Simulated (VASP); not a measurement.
# Si6O in VASP: further runs

The runs below take Si6O through single point, with PBEsol.

All numbers are computed with VASP 6.6.1; they aren't measurements. Logs are shortened: lines on timing, memory, paths and dates and some standing lists are left out, and cuts for length are marked.

### Step 1. The cell of the first run

The cell holds a slab with vacuum, 7 atoms: a = 3.842 Å, b = 3.842 Å, c = 26.058 Å, α = 90.00°, β = 90.00°, γ = 120.00°.

### Step 2. Single point, PBEsol, collinear spin, ferromagnetic start

The input, INCAR:

```
SYSTEM = Si6O
ALGO = Normal ; DIPOL = 0.5 0.5 0.491
EDIFF = 1E-7 ; ENCUT = 520
GGA = PS ; IDIPOL = 3
ISIF = 2 ; ISMEAR = 0
ISPIN = 2 ; LASPH = .True.
LCHARG = .False. ; LDIPOL = .True.
LORBIT = 11 ; LREAL = .False.
LWAVE = .False. ; MAGMOM = 0 0 0 0 0 0 2
NBANDS = 28 ; NELM = 150
PREC = Accurate ; SIGMA = 0.05
```

The input, KPOINTS:

```
k-points
0
Gamma
  9 9 1
  0 0 0
```

The input, POSCAR:

```
Si6O
1.0
    3.8417168278      0.0000000000      0.0000000000
   -1.9208584139      3.3270243670      0.0000000000
    0.0000000000      0.0000000000     26.0576844733
Si O
6 1
Direct
    0.3333333333      0.6666666667      0.3261993601
    0.0000000000      0.0000000000      0.3562936366
    0.0000000000      0.0000000000      0.4465764664
    0.6666666667      0.3333333333      0.4768028603
    0.6666666667      0.3333333333      0.5664988971
    0.3333333333      0.6666666667      0.6041544082
    0.3333333333      0.6666666667      0.6637435491
```

Potentials or basis: VASP PAW PBE potentials, release 64 (Si, O).

Launch:

```console
cat potpaw_PBE.64/Si/POTCAR potpaw_PBE.64/O/POTCAR > POTCAR
mpirun -np 1 vasp_std > vasp.out
```

OUTCAR:

```text
SYSTEM = Si6O
   EDIFF = 1E-7
   ENCUT = 520
   GGA = PS
   ISIF = 2
   ISMEAR = 0
   ISPIN = 2
   LASPH = .True.
   LORBIT = 11
   LREAL = .False.
   NELM = 150
   PREC = Accurate

 ion  position               nearest neighbor table
   1  0.333  0.667  0.326-   2 2.35   2 2.35   2 2.35
   2  0.000  0.000  0.356-   1 2.35   1 2.35   1 2.35   3 2.35
   3  0.000  0.000  0.447-   2 2.35   4 2.35   4 2.35   4 2.35
   4  0.667  0.333  0.477-   5 2.34   3 2.35   3 2.35   3 2.35
   5  0.667  0.333  0.566-   4 2.34   6 2.43   6 2.43   6 2.43
   6  0.333  0.667  0.604-   7 1.55   5 2.43   5 2.43   5 2.43
   7  0.333  0.667  0.664-   6 1.55

  LATTYP: Found a hexagonal cell.
 ALAT       =     3.8417168278
 C/A-ratio  =     6.7828227955

  Lattice vectors:

 A1 = (   3.8417168278,   0.0000000000,   0.0000000000)
 A2 = (  -1.9208584139,   3.3270243670,   0.0000000000)
 A3 = (   0.0000000000,   0.0000000000,  26.0576844733)

Analysis of symmetry for initial positions (statically):
=====================================================================
 Subroutine PRICEL returns:
 Original cell was already a primitive cell.

 Routine SETGRP: Setting up the symmetry group for a
 hexagonal supercell.

 Subroutine GETGRP returns: Found  6 space group operations
 (whereof  6 operations were pure point group operations)
 out of a pool of 24 trial point group operations.

The static configuration has the point symmetry C_3v.

Analysis of symmetry for dynamics (positions and initial velocities):
=====================================================================
 Subroutine PRICEL returns:
 Original cell was already a primitive cell.

 Routine SETGRP: Setting up the symmetry group for a
 hexagonal supercell.

 Subroutine GETGRP returns: Found  6 space group operations
 (whereof  6 operations were pure point group operations)
 out of a pool of 24 trial point group operations.

The dynamic configuration has the point symmetry C_3v.

Analysis of structural, dynamic, and magnetic symmetry:
=====================================================================
 Subroutine PRICEL returns:
 Original cell was already a primitive cell.

 Routine SETGRP: Setting up the symmetry group for a
 hexagonal supercell.

 Subroutine GETGRP returns: Found  6 space group operations
 (whereof  6 operations were pure point group operations)
 out of a pool of 24 trial point group operations.

The overall configuration has the point symmetry C_3v.

 Subroutine INISYM returns: Found  6 space group operations
 (whereof  6 operations are pure point group operations),
 and found     1 'primitive' translations

----------------------------------------------------------------------------------------

                                     Primitive cell

  volume of cell :     333.0559

  direct lattice vectors                    reciprocal lattice vectors
     3.841716828  0.000000000  0.000000000     0.260300289  0.150284442  0.000000000
    -1.920858414  3.327024367  0.000000000     0.000000000  0.300568884  0.000000000
     0.000000000  0.000000000 26.057684473     0.000000000  0.000000000  0.038376395

  length of vectors
     3.841716828  3.841716828 26.057684473     0.300568884  0.300568884  0.038376395

  position of ions in fractional coordinates (direct lattice)
     0.333333333  0.666666667  0.326199360
     0.000000000  0.000000000  0.356293637
     0.000000000  0.000000000  0.446576466
     0.666666667  0.333333333  0.476802860
     0.666666667  0.333333333  0.566498897
     0.333333333  0.666666667  0.604154408
     0.333333333  0.666666667  0.663743549

  ion indices of the primitive-cell ions
   primitive index   ion index
                 1           1
                 2           2
                 3           3
                 4           4
                 5           5
                 6           6
                 7           7

----------------------------------------------------------------------------------------
[... 43 lines left out ...]
   dimension x,y,z NGXF=    60 NGYF=   60 NGZF=  392
   ions per type =               6   1
   NGX,Y,Z   is equivalent  to a cutoff of  12.98, 12.98, 12.50 a.u.
   NGXF,Y,Z  is equivalent  to a cutoff of  25.96, 25.96, 25.01 a.u.
 SYSTEM =  Si6O
   PREC   = accura    normal or accurate (medium, high low for compatibility)
   ISTART =      0    job   : 0-new  1-cont  2-samecut
   ICHARG =      2    charge: 1-file 2-atom 10-const
   ISPIN  =      2    spin polarized calculation?
   LNONCOLLINEAR =      F non collinear calculations
   LSORBIT =      F    spin-orbit coupling
   LASPH  =      T    aspherical Exc in radial PAW
   ENCUT  =  520.0 eV  38.22 Ry    6.18 a.u.   7.14  7.14 48.45*2*pi/ulx,y,z
   NELM   =    150;   NELMIN=  2; NELMDL= -5     # of ELM steps
   EDIFF  = 0.1E-06   stopping-criterion for ELM
   LREAL  =      F    real-space projection
   EDIFFG = 0.1E-05   stopping-criterion for IOM
   NSW    =      0    number of steps for IOM
   IBRION =     -1    ionic relax: 0-MD 1-quasi-New 2-CG
   NFREE  =      0    steps in history (QN), initial steepest desc. (CG)
   ISIF   =      2    stress and relaxation
   ISYM   =      2    0-nonsym 1-usesym 2-fastsym
   POTIM  = 0.5000    time-step for ionic-motion
   TEBEG  =    0.0;   TEEND  =   0.0 temperature during run
   PSTRESS=    0.0 pullay stress
   NELECT =      30.0000    total number of electrons
   NUPDOWN=      -1.0000    fix difference up-down
   EMIN   =  10.00;   EMAX   =-10.00  energy-range for DOS
   EFERMI =   0.00;   METHOD = LEGACY
   ISMEAR =     0;   SIGMA  =   0.05  broadening in eV -4-tet -1-fermi 0-gaus
   EFERMI_NEDOS =   21; number of points for ismear=-14 and -15
   IALGO  =     38    algorithm
   IMIX   =      4    mixing-type and parameters
     AMIX     =   0.40;   BMIX     =  1.00
     AMIX_MAG =   1.60;   BMIX_MAG =  1.00
  volume/ion in A,a.u.               =      47.58       321.08
  Fermi-wavevector in a.u.,A,eV,Ry     =   0.733854  1.386783  7.327300  0.538541
  Thomas-Fermi vector in A             =   1.826664
   LORBIT       =     11    0 simple, 1 ext, 2 COOP (PROOUT), +10 PAW based schemes
   GGA     = PS    functional components
   LHFCALC =     F    Hartree Fock is set to
   AEXX    =    0.0000 exact exchange contribution
   IVDW    =     0    specifies the selected vdW correction
   LEPSILON=     F    determine dielectric tensor
   LRPA    =     F    only Hartree local field effects (RPA)
 spin polarized calculation
 Gauss-broadening in eV      SIGMA  =   0.05
  energy-cutoff  :      520.00
  volume of cell :      333.06
 maximum number of plane-waves:      9045
 NGX is ok and might be reduce to    30
   NGX = 15   NGY = 15   NGZ = 97

 dipolmoment           0.000000      0.000000     -0.039026 electrons x Angstroem

 number of electron      30.0000001 magnetization       0.6455222

 dipolmoment           0.000000      0.000000      0.332355 electrons x Angstroem

 Free energy of the ion-electron system (eV)
  ---------------------------------------------------
  ext. energy  EPLUGINS =         0.00000000
  ---------------------------------------------------
  free energy    TOTEN  =       -39.03261991 eV

  energy without entropy =      -39.02992781  energy(sigma->0) =      -39.03127386

 E-fermi :  -2.3367     XC(G=0):  -4.2727

 val. band max:       -2.3717824293   @ k =   0.2222   0.0000   0.0000
 cond. band min:      -2.3015401987   @ k =   0.1111   0.1111   0.0000
 fundamental gap:      0.0702422305
 Fermi energy:        -2.3366543616

 spin component 1

 k-point     1 :       0.0000    0.0000    0.0000
  band No.  band energies     occupation
      1     -19.3218      1.00000
      2     -13.9777      1.00000
      3     -12.9608      1.00000
      4     -11.8669      1.00000
      5      -8.2169      1.00000
      6      -5.9837      1.00000
[... 349 lines left out ...]
     26       4.6176      0.00000
     27       4.6179      0.00000
 Fermi energy:        -2.3366543616

 spin component 2

 k-point     1 :       0.0000    0.0000    0.0000
  band No.  band energies     occupation
      1     -19.4289      1.00000
      2     -13.8805      1.00000
      3     -12.8390      1.00000
      4     -11.8509      1.00000
      5      -8.0369      1.00000
      6      -5.8045      1.00000
[... 349 lines left out ...]
     26       4.7442      0.00000
     27       4.7506      0.00000
 [bands above 27 left out]

------------------------ aborting loop because EDIFF is reached ----------------------------------------

 vacuum level on the upper side and lower side of the slab       (xc-potential included)         2.266        -2.382

  FORCE on cell =-STRESS in cart. coord.  units (eV):
  Direction    XX          YY          ZZ          XY          YZ          ZX
  --------------------------------------------------------------------------------------
  -------------------------------------------------------------------------------------
  Total       -0.8921236     -0.8921236      0.4309613      0.0000000      0.0000000      0.0000000
  in kB       -4.2915925     -4.2915925      2.0731546      0.0000000      0.0000000      0.0000000
  external PRESSURE =      -2.1700102 kB  Pullay stress =       0.0000000 kB

 VOLUME and BASIS-vectors are now :
 -----------------------------------------------------------------------------
  energy-cutoff  :      520.00
  volume of cell :      333.06
      direct lattice vectors                 reciprocal lattice vectors
     3.841716828  0.000000000  0.000000000     0.260300289  0.150284442  0.000000000
    -1.920858414  3.327024367  0.000000000     0.000000000  0.300568884  0.000000000
     0.000000000  0.000000000 26.057684473     0.000000000  0.000000000  0.038376395

 POSITION                                       TOTAL-FORCE (eV/Angst)
 -----------------------------------------------------------------------------------
     -0.00000      2.21802      8.50000        -0.000000      0.000000      0.529056
      0.00000      0.00000      9.28419         0.000000      0.000000     -0.682124
      0.00000      0.00000     11.63675         0.000000     -0.000000      0.143339
      1.92086      1.10901     12.42438        -0.000000     -0.000000      0.000275
      1.92086      1.10901     14.76165         0.000000     -0.000000      0.005998
     -0.00000      2.21802     15.74286        -0.000000      0.000000     -0.292831
     -0.00000      2.21802     17.29562         0.000000     -0.000000      0.296287
 -----------------------------------------------------------------------------------
    total drift:                                0.000000     -0.000000      0.000565

  FREE ENERGIE OF THE ION-ELECTRON SYSTEM (eV)
  ---------------------------------------------------
  free  energy   TOTEN  =       -39.0326199054 eV

  energy  without entropy=      -39.0299278096  energy(sigma->0) =      -39.03127386

 vacuum level on the upper side and lower side of the slab         7.031         2.283

 total charge

# of ion       s       p       d       tot
------------------------------------------
    1        0.795   0.850   0.000   1.645
    2        0.757   0.920   0.000   1.677
    3        0.767   0.909   0.000   1.676
    4        0.757   0.936   0.000   1.693
    5        0.799   0.860   0.000   1.659
    6        0.756   0.952   0.000   1.708
    7        1.602   3.333   0.000   4.934
--------------------------------------------------
tot          6.233   8.759   0.000  14.992

 magnetization (x)

# of ion       s       p       d       tot
------------------------------------------
    1        0.031   0.163   0.000   0.194
    2        0.000   0.015   0.000   0.015
    3        0.006   0.027   0.000   0.034
    4        0.004   0.016   0.000   0.020
    5       -0.001  -0.017   0.000  -0.018
    6        0.001   0.003   0.000   0.004
    7       -0.001  -0.065   0.000  -0.065
--------------------------------------------------
tot          0.042   0.143   0.000   0.185
```

It took 16 min on 1 thread of Oxide Virtual Turin-like, shared host; peak memory 0.62 GiB.

What came out:

* Free energy: -39.0326 eV
* Largest force: 0.682 eV/Å
* Net moment: 0.65 μB per cell
* Site moments: Si +0.19, +0.01, +0.03, +0.02, -0.02, +0.00; O -0.07 μB
* Valence electrons inside the program's atomic spheres: Si 1.65, 1.68, 1.69, 1.66, 1.71 (each value once); O 4.93

Forces on the atoms (eV/Å):
```
Si   0.000  0.000  0.529
Si   0.000  0.000 -0.682
Si   0.000  0.000  0.143
Si   0.000  0.000  0.000
Si   0.000  0.000  0.006
Si   0.000  0.000 -0.293
O    0.000  0.000  0.296
```

Caveat: a moment this small can come from the mesh or the smearing; the PAW data sets were made with another functional, which shifts forces and pressure a little.

### Step 3. Single point, PBEsol, collinear spin, ferromagnetic start

The input, INCAR:

```
SYSTEM = Si6O
ALGO = Normal
DIPOL = 0.5 0.5 0.479
EDIFF = 1E-6
ENCUT = 520
GGA = PS
IDIPOL = 3
ISIF = 2
ISMEAR = 0
ISPIN = 2
LASPH = .TRUE.
LCHARG = .FALSE.
LDIPOL = .TRUE.
LORBIT = 11
LREAL = .FALSE.
LWAVE = .FALSE.
MAGMOM = 0 0 0 0 0 0 2
NBANDS = 28
NELM = 150
PREC = Accurate
SIGMA = 0.05
```

The input, KPOINTS:

```
k-points
0
G
  9 9 1
  0 0 0
```

The input, POSCAR:

```
Si6O
1.0
    3.8417168278      0.0000000000      0.0000000000
   -1.9208584139      3.3270243670      0.0000000000
    0.0000000000      0.0000000000     26.0576844733
Si O
6 1
Direct
    0.3333333333      0.6666666667      0.3261993601
    0.0000000000      0.0000000000      0.3562936366
    0.0000000000      0.0000000000      0.4465764664
    0.6666666667      0.3333333333      0.4754923338
    0.6666666667      0.3333333333      0.5664855666
    0.3333333333      0.6666666667      0.6129816497
    0.0000000000      0.0000000000      0.5714410531
```

Potentials or basis: VASP PAW PBE potentials, release 64 (Si, O).

Launch:

```console
cat potpaw_PBE.64/Si/POTCAR potpaw_PBE.64/O/POTCAR > POTCAR
mpirun -np 1 vasp_std > vasp.out
```

OUTCAR:

```text
SYSTEM = Si6O
   EDIFF = 1E-6
   ENCUT = 520
   GGA = PS
   ISIF = 2
   ISMEAR = 0
   ISPIN = 2
   LASPH = .TRUE.
   LORBIT = 11
   LREAL = .FALSE.
   NELM = 150
   PREC = Accurate

 ion  position               nearest neighbor table
   1  0.333  0.667  0.326-   2 2.35   2 2.35   2 2.35
   2  0.000  0.000  0.356-   1 2.35   1 2.35   1 2.35   3 2.35
   3  0.000  0.000  0.447-   4 2.34   4 2.34   4 2.34   2 2.35
   4  0.667  0.333  0.475-   3 2.34   3 2.34   3 2.34   5 2.37
   5  0.667  0.333  0.566-   7 2.22   7 2.22   7 2.22   4 2.37   6 2.53   6 2.53   6 2.53
   6  0.333  0.667  0.613-   7 2.47   7 2.47   7 2.47   5 2.53   5 2.53   5 2.53
   7  0.000  0.000  0.571-   5 2.22   5 2.22   5 2.22   6 2.47   6 2.47   6 2.47

[... 960 lines left out ...]
      0.00000      0.00000     11.63675         0.000000      0.000000      0.143006
      1.92086      1.10901     12.39023        -0.000000      0.000000      0.021981
      1.92086      1.10901     14.76130        -0.000000     -0.000000     -0.087117
     -0.00000      2.21802     15.97288         0.000000     -0.000000      0.012024
      0.00000      0.00000     14.89043        -0.000000      0.000000      0.096267
 -----------------------------------------------------------------------------------
    total drift:                                0.000000     -0.000000      0.000044

  FREE ENERGIE OF THE ION-ELECTRON SYSTEM (eV)
  ---------------------------------------------------
  free  energy   TOTEN  =       -37.3418973794 eV

  energy  without entropy=      -37.3339157790  energy(sigma->0) =      -37.33790658

 vacuum level on the upper side and lower side of the slab         3.948         3.948

 total charge

# of ion       s       p       d       tot
------------------------------------------
    1        0.804   0.843   0.000   1.646
    2        0.758   0.917   0.000   1.675
    3        0.767   0.906   0.000   1.674
    4        0.764   0.935   0.000   1.700
    5        0.809   0.711   0.000   1.520
    6        0.929   0.586   0.000   1.515
    7        1.613   3.223   0.000   4.837
--------------------------------------------------
tot          6.445   8.122   0.000  14.567

 magnetization (x)

# of ion       s       p       d       tot
------------------------------------------
    1        0.000   0.000   0.000   0.000
    2        0.000   0.000   0.000   0.000
    3        0.000   0.000   0.000   0.000
    4        0.000   0.000   0.000   0.000
    5        0.000  -0.000   0.000  -0.000
    6       -0.000  -0.000   0.000  -0.000
    7       -0.000   0.000   0.000   0.000
--------------------------------------------------
tot          0.000   0.000   0.000   0.000
```

stdout:

```text
POSCAR found type information on POSCAR SiO
 POSCAR found :  2 types and       7 ions
 scaLAPACK will be used
 -----------------------------------------------------------------------------
|                                                                             |
|                                                                             |
|     You enforced a specific xc type in the INCAR file but a different       |
|     I HOPE YOU KNOW WHAT YOU ARE DOING!                                     |
|                                                                             |
 -----------------------------------------------------------------------------

 LDA part: xc-table for (Slater+PW92), standard interpolation
 POSCAR, INCAR and KPOINTS ok, starting setup
 FFT: planning ... GRIDC
 FFT: planning ... GRID_SOFT
 FFT: planning ... GRID
 WAVECAR not read
 entering main loop
```

Run time: 11 min. Hardware: 1 thread of Oxide Virtual Turin-like, shared host; peak memory 0.62 GiB.

Results:

```
Free energy                                           : -37.3419 eV
Largest force                                         : 0.813 eV/Å
Band gap on the k mesh                                : zero (filled and empty bands overlap)
Net moment                                            : 0.00 μB per cell
Valence electrons inside the program's atomic spheres : Si 1.65, 1.68, 1.67, 1.70, 1.52, 1.51; O 4.84
```

Forces on the atoms (eV/Å):
```
Si   0.000  0.000  0.626
Si   0.000  0.000 -0.813
Si   0.000  0.000  0.143
Si   0.000  0.000  0.022
Si   0.000  0.000 -0.087
Si   0.000  0.000  0.012
O    0.000  0.000  0.096
```

Levels at points of the mesh, in eV from the Fermi level:
Spin up:
```csv
k point,band 12,band 13,band 14,band 15,band 16,band 17,band 18,band 19
"(0.00, 0.00, 0.00)",-0.89,-0.33,-0.33,0.01,0.01,0.62,1.89,2.69
```
Spin down:
```tsv
k point	band 12	band 13	band 14	band 15	band 16	band 17	band 18	band 19
(0.00, 0.00, 0.00)	-0.89	-0.33	-0.33	0.01	0.01	0.62	1.89	2.69
```

Caveat: the PAW data sets were made with another functional, which shifts forces and pressure a little.

The gap in the log of VASP goes by the Fermi energy; the results here count the filled bands.